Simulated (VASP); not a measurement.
Here is a VASP 6.6.1 calculation.

INCAR

```
  PREC = Accurate
  ENCUT = 520
  EDIFF = 1E-6
  ISMEAR = -1
  SIGMA = 0.05
  LREAL = False
  LASPH = True
  NELM = 80
  ALGO = Normal
  ISIF = 2
  LWAVE = False
  LCHARG = False
  GGA = PE
  NBANDS = 10
```

Contents of KPOINTS:

```
Automatic mesh
0
Gamma
  12 12 12
```

The input POSCAR:

```
Na
1.0
   -2.1175000000      2.1175000000      2.1810250000
    2.1175000000     -2.1175000000      2.1810250000
    2.1175000000      2.1175000000     -2.1810250000
Na
1
Direct
    0.0000000000      0.0000000000      0.0000000000
```

Potentials or basis: VASP PAW PBE potentials, release 64 (Na_pv).

Command:

```bash
$ cat potpaw_PBE.64/Na_pv/POTCAR > POTCAR
$ mpirun -np 1 vasp_std > vasp.out
```

**Question.** What does it give for the pressure?

**Answer.** -0.4 GPa.

Caveat: the cell differs from its parent crystal (zz strain of +3 %).
